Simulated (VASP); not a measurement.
Wanted: the native input for a VASP 6.6.1 run.

| Property | Result |
| --- | --- |
| Task | single point |
| Functional | HSE06 |
| Potentials or basis | VASP PAW PBE potentials, release 64 (C) |
| Cutoff | 520 eV |
| k mesh | 8 × 8 × 8 |
| Occupations | gaussian, width 0.01 eV |
| Spin | no spin polarisation |
| Dipole correction | no |
| Grid for exact exchange (PRECFOCK) | Normal |
| Further INCAR settings | ALGO = Normal; EDIFF = 1e-06; NBANDS = 11 |
| Share of exact exchange | 0.25 |
| Screening parameter | 0.2079 1/Å |

Crystal: C.

```
CELL_PARAMETERS angstrom
0.00000 1.70892 1.70892
1.70892 0.00000 1.70892
1.70892 1.70892 0.00000
ATOMIC_POSITIONS crystal
C 0.00000 0.00000 0.00000
C 0.25000 0.25000 0.25000
```

This cell differs from its parent crystal: strain -4.0%.

One way to write it, as run:

POSCAR

```
C
1.0
    0.0000000000      1.7089191755      1.7089191755
    1.7089191755      0.0000000000      1.7089191755
    1.7089191755      1.7089191755      0.0000000000
C
2
Direct
    0.0000000000      0.0000000000      0.0000000000
    0.2500000000      0.2500000000      0.2500000000
```

INCAR.step1

```
  ALGO = Normal
  EDIFF = 1E-5
  ENCUT = 520
  GGA = PE
  ISIF = 2
  ISMEAR = 0
  LASPH = T
  LREAL = F
  LWAVE = T
  NBANDS = 11
  NELM = 100
  PREC = Accurate
  SIGMA = 0.01
```

INCAR.step2

```
  ALGO = Normal
  EDIFF = 1E-6
  ENCUT = 520
  GGA = PE
  HFSCREEN = 0.2079
  ISIF = 2
  ISMEAR = 0
  ISTART = 1
  LASPH = T
  LCHARG = T
  LELF = T
  LHFCALC = T
  LREAL = F
  LVHAR = T
  LWAVE = F
  NBANDS = 11
  NELM = 100
  PREC = Accurate
  PRECFOCK = Normal
  SIGMA = 0.01
```

KPOINTS

```
k-points
0
Gamma
  8 8 8
```

Potentials or basis: VASP PAW PBE potentials, release 64 (C).

Command:

```sh
$ cat potpaw_PBE.64/C/POTCAR > POTCAR
$ cp INCAR.step1 INCAR
$ mpirun -np 1 vasp_std > vasp.out
$ cp INCAR.step2 INCAR
$ mpirun -np 1 vasp_std > vasp.out
```

It gave:

```json
{"Pressure": "64.4 GPa", "Band gap on the k mesh": "5.60 eV (least direct gap 7.36 eV)"}
```

Caveat: the cell differs from its parent crystal (strain -4.0%); the cell stands under pressure; the PAW data sets were made with another functional, which shifts forces and pressure a little.

It took 11 min on 1 thread of Intel Xeon 8259CL (shared host), peak memory 0.22 GiB.
